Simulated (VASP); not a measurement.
CdS: relaxation of the atoms with PBEsol

The system is CdS.

```
Cd S
1.0
     4.16629    0.00000    0.00000
    -2.08315    3.60811    0.00000
     0.00000    0.00000    6.65464
Cd S
2 2
Direct
  0.33333 0.66667 0.99836
  0.66667 0.33333 0.49836
  0.33333 0.66667 0.37864
  0.66667 0.33333 0.87864
```

This cell differs from its parent crystal: strained cell.

| Quantity | Value |
| --- | --- |
| Program | VASP 6.6.1 |
| Task | relaxation of the atoms |
| Functional | PBEsol |
| Potentials or basis | VASP PAW PBE potentials, release 64 (Cd, S) |
| Cutoff | 520 eV |
| k mesh | 6 × 6 × 4 |
| Occupations | gaussian, width 0.02 eV |
| Spin | no spin polarisation |
| Dipole correction | no |
| Further INCAR settings | ALGO = Normal; EDIFF = 1e-06; IBRION = 2; EDIFFG = -0.002; NSW = 60 |

```
Energy gained by relaxing : 0.0 meV/atom
Ionic steps               : 3
Pressure after relaxing   : -0.3 GPa
Band gap on the k mesh    : 1.09 eV
```

Stress tensor (GPa, compression positive):
```
-0.64  0.00  0.00
 0.00 -0.64  0.00
 0.00  0.00  0.24
```

The path:
| step | energy change (eV) | largest force (eV/Å) | pressure (GPa) |
| --- | --- | --- | --- |
| 1 | 0.0000 | 0.0175 | -0.24 |
| 2 | -0.0001 | 0.0098 | -0.35 |
| 3 | -0.0001 | 0.0008 | -0.35 |

Final structure:
```cif
data_structure
_symmetry_space_group_name_H-M 'P 1'
_symmetry_Int_Tables_number 1
_cell_length_a 4.1663
_cell_length_b 4.1663
_cell_length_c 6.6546
_cell_angle_alpha 90.000
_cell_angle_beta 90.000
_cell_angle_gamma 120.000
_cell_volume 100.04
loop_
_atom_site_label
_atom_site_type_symbol
_atom_site_fract_x
_atom_site_fract_y
_atom_site_fract_z
_atom_site_occupancy
Cd1 Cd 0.33333 0.66667 0.99807 1
Cd2 Cd 0.66667 0.33333 0.49807 1
S1 S 0.33333 0.66667 0.37893 1
S2 S 0.66667 0.33333 0.87893 1
```

Levels at points of the mesh, in eV from the valence-band top:
```tsv
k point	band 16	band 17	band 18	band 19	band 20	band 21
(0.00, 0.00, 0.00)	-0.01	-0.01	0.00	1.09	2.55	6.31
(0.50, 0.00, 0.00)	-1.93	-1.27	-0.78	3.64	3.68	5.07
(0.00, 0.00, 0.50)	-0.41	-0.41	-0.41	2.71	2.71	6.11
(0.50, 0.00, 0.50)	-1.39	-1.26	-1.26	3.40	3.40	5.27
```

It took 84 s on 1 thread of Oxide Virtual Turin-like Processor, with other jobs on the host, peak memory 0.2 GiB.

Caveat: the cell differs from its parent crystal (strained cell); the PAW data sets were made with another functional, which shifts forces and pressure a little.
